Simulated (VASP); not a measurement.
Here is a VASP 6.6.1 calculation.

File INCAR:

```
SYSTEM = Mg3ZnS4
PREC = Accurate
ENCUT = 600
EDIFF = 1E-6
ISMEAR = 0
SIGMA = 0.01
LREAL = .False.
LASPH = .True.
NELM = 100
ALGO = Normal
ISIF = 3
LWAVE = .False.
LCHARG = .False.
GGA = PE
IBRION = 2
NSW = 80
EDIFFG = -0.001
```

Contents of KPOINTS:

```
Automatic mesh
0
Gamma
  6 6 2
  0 0 0
```

Contents of POSCAR:

```
Mg3ZnS4
1.0
    3.9809589139      0.0000000000      0.0000000000
    0.0000000000      3.9809589139      0.0000000000
    0.0000000000      0.0000000000     11.2898820641
Mg Zn S
3 1 4
Direct
    0.0000000000      0.0000000000      0.0000000000
    0.5000000000      0.5000000000      0.2562537354
    0.5000000000      0.5000000000      0.7437462646
    0.0000000000      0.0000000000      0.5000000000
    0.5000000000      0.0000000000      0.6161448593
    0.0000000000      0.5000000000      0.8718289720
    0.5000000000      0.0000000000      0.1281710280
    0.0000000000      0.5000000000      0.3838551407
```

Potentials or basis: VASP PAW PBE potentials, release 64 (Mg, Zn, S).

The run is started by

```console
$ cat potpaw_PBE.64/Mg/POTCAR potpaw_PBE.64/Zn/POTCAR potpaw_PBE.64/S/POTCAR > POTCAR
$ mpirun -np 1 vasp_std > vasp.out
```

Q: What does it give for the relaxed cell?

A: a = 3.978 Å, b = 3.978 Å, c = 11.290 Å, α = 90.00°, β = 90.00°, γ = 90.00°.

Q: Estimate the relaxed volume.

A: 22.33 Å³/atom.

Q: Predict the band gap on the k mesh.

A: 2.88 eV, direct.

Step by step:
| step | energy change (eV) | largest force (eV/Å) | pressure (GPa) | volume (Å³) |
| --- | --- | --- | --- | --- |
| 1 | 0.0000 | 0.0198 | -0.09 | 178.92 |
| 2 | -0.0001 | 0.0109 | 0.00 | 178.60 |
| 3 | -0.0001 | 0.0099 | 0.02 | 178.57 |
| 4 | -0.0001 | 0.0106 | 0.02 | 178.59 |
| 5 | -0.0001 | 0.0060 | 0.00 | 178.60 |
| 6 | -0.0002 | 0.0072 | -0.01 | 178.63 |
| 7 | -0.0002 | 0.0066 | 0.00 | 178.62 |
| 8 | -0.0002 | 0.0038 | -0.01 | 178.64 |
| 9 | -0.0002 | 0.0037 | -0.01 | 178.66 |
| 10 | -0.0002 | 0.0033 | 0.00 | 178.62 |
| 11 | -0.0002 | 0.0032 | 0.00 | 178.62 |
| 12 | -0.0002 | 0.0031 | 0.00 | 178.63 |
| 13 | -0.0002 | 0.0032 | 0.00 | 178.63 |
| 14 | -0.0002 | 0.0032 | 0.00 | 178.63 |
| 15 | -0.0002 | 0.0013 | 0.00 | 178.62 |
| 16 | -0.0002 | 0.0003 | 0.00 | 178.62 |

As with any semilocal functional, this PBE gap is likely too small.
